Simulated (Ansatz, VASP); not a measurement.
# C in VASP and in Ansatz

```
C
1.0
    -1.83166    1.83164    3.35856
     1.83166   -1.83164    3.35856
     1.83166    1.83164   -3.35856
C
5
Direct
  0.01455 0.01455 0.39472
  0.61983 0.01455 0.99999
  0.61983 0.61984 0.60528
  0.01455 0.61984 0.00001
  0.31719 0.31719 0.00000
```

Alike in both runs: functional PBE; k mesh 6 × 6 × 6; occupations gaussian, width 0.1 eV; no spin polarisation.

Ansatz relaxed the structure, and its values are those at the end. VASP's run is a single point on that final structure, the one shown.

```csv
,VASP,Ansatz
version,VASP 6.6.1,Ansatz 0.2.0
potentials or method,"VASP PAW PBE potentials, release 64 (C), cutoff 520 eV","scalar-relativistic, plane waves, PAW"
valence electrons in the cell,20,20
```

Ansatz gave:

```
gap on the k mesh at the Fermi level (eV) : none
pressure (GPa)                            : 0.1
rms of the force components (eV/Å)        : 0.001
```

Question: Estimate VASP's values.

Answer: gap on the k mesh at the Fermi level (eV): none; pressure (GPa): 0.4; rms of the force components (eV/Å): 0.040.

A gap of «none» marks a metal or a gap that the smearing closes.

The k mesh is coarse, so the values compare programs but aren't converged.
